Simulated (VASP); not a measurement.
# Ti: single point with r2SCAN

The system is Ti.

```
Ti
1.0
     0.00000    2.01985    2.03000
     2.04015    0.00000    2.03000
     2.04015    2.01985    0.00000
Ti
1
Cartesian
  0.0000 0.0000 0.0000
```

This cell differs from its parent crystal: strain +0.0050 x Voigt [1, -1, 0, 0, 0, 0].

```yaml
Program: VASP 6.6.1
Task: single point
Functional: r2SCAN
Potentials_or_basis: VASP PAW PBE potentials, release 64 (Ti_sv)
Cutoff: 520 eV
k_mesh: 20 × 20 × 20
Occupations: gaussian, width 0.15 eV
Spin: no spin polarisation
```

```yaml
Pressure: 4.9 GPa
Band_gap_on_the_k_mesh: zero (band 6 reaches 9.63 eV, above the bottom of band 7 at 8.18 eV)
```

Stress tensor (GPa, compression positive):
```
4.69 0.00 0.00
0.00 5.03 0.00
0.00 0.00 4.86
```

Levels at points of the mesh, in eV from the Fermi level:
| k point | band 2 | band 3 | band 4 | band 5 | band 6 | band 7 | band 8 | band 9 | band 10 | band 11 |
| --- | --- | --- | --- | --- | --- | --- | --- | --- | --- | --- |
| (0.00, 0.00, 0.00) | -33.73 | -33.73 | -33.73 | -6.55 | 0.99 | 1.03 | 1.07 | 2.88 | 2.96 | 15.98 |
| (0.50, 0.00, 0.00) | -34.52 | -33.84 | -33.83 | -2.80 | 0.55 | 0.90 | 0.98 | 3.99 | 4.02 | 9.00 |
| (0.50, 0.50, 0.00) | -34.47 | -34.01 | -34.00 | -2.79 | -1.88 | 2.99 | 4.06 | 4.23 | 4.29 | 11.47 |
| (0.50, 0.00, 0.50) | -34.47 | -34.02 | -34.01 | -2.79 | -1.90 | 3.10 | 4.06 | 4.24 | 4.28 | 11.56 |
| (0.00, 0.50, 0.50) | -34.47 | -34.00 | -34.00 | -2.79 | -1.87 | 2.89 | 4.06 | 4.24 | 4.27 | 11.38 |

It took 6.8 min on 1 thread of Intel(R) Xeon(R) Platinum 8488C (Sapphire Rapids) (shared host), peak memory 0.34 GiB.

Caveat: the cell differs from its parent crystal (strain +0.0050 x Voigt [1, -1, 0, 0, 0, 0]); the PAW data sets were made with another functional, which shifts forces and pressure a little.
